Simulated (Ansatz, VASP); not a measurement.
## TaAs: VASP beside Ansatz

INCAR

```
PREC = Accurate
ENCUT = 510
EDIFF = 1E-6
ISMEAR = -1
SIGMA = 0.02
LREAL = False
LASPH = True
NELM = 120
ALGO = Normal
ISIF = 2
LWAVE = False
LCHARG = True
GGA = PE
LELF = True
LVHAR = True
NBANDS = 36
GGA_COMPAT = False
```

Contents of KPOINTS:

```
Automatic mesh
0
Gamma
  8 8 8
```

File POSCAR:

```
TaAs
1.0
   -1.7648128974      1.7648128974      5.9884637986
    1.7648128974     -1.7648128974      5.9884637986
    1.7648128974      1.7648128974     -5.9884637986
Ta As
2 2
Direct
    0.5001644894      1.0001644894      0.5000000000
    0.7501644894      0.7501644894      0.0000000000
    0.0824349306      0.5824349306      0.5000000000
    0.3324349306      0.3324349306      0.0000000000
```

Input for Ansatz:

```yaml
crystal:
  lattice:
    - [-1.7648128974, 1.7648128974, 5.9884637986]
    - [1.7648128974, -1.7648128974, 5.9884637986]
    - [1.7648128974, 1.7648128974, -5.9884637986]
  atoms:
    - { symbol: Ta, position: [0.5001644894, 1.0001644894, 0.5] }
    - { symbol: Ta, position: [0.7501644894, 0.7501644894, 0.0] }
    - { symbol: As, position: [0.0824349306, 0.5824349306, 0.5] }
    - { symbol: As, position: [0.3324349306, 0.3324349306, 0.0] }
kpoints:
  mp_grid: { grid: [8, 8, 8] }
hamiltonian:
  xc: pbe
scf:
  occupations: { method: fermi_dirac, width: 0.02 }
  n_extra_bands: 5
output:
  forces: true
  stress: true
  eigenvalues: true
```

Alike in both runs: task single point; functional PBE; k mesh 8 × 8 × 8; occupations fermi-dirac, width 0.02 eV; no spin polarisation.

|  | VASP | Ansatz |
| --- | --- | --- |
| version | VASP 6.6.1 | Ansatz 0.2.0 |
| potentials or method | VASP PAW PBE potentials, release 64 (Ta_sv_GW, As_d) | plane waves, PAW |
| plane-wave cutoff (eV) | 510 | 420 |
| valence electrons in the cell | 56 | 56 |

```csv
,VASP,Ansatz,Ansatz less VASP
pressure (GPa),-9.3,-9.1,+0.28
"traceless stress, the component that is largest in VASP (GPa)",0.88,0.89,+0.013
rms of the force components (eV/Å),0.016,0.017,+0.0004
```

Atom by atom the forces differ by 0.000 eV/Å (rms over components).

Neither program's run includes spin-orbit coupling.
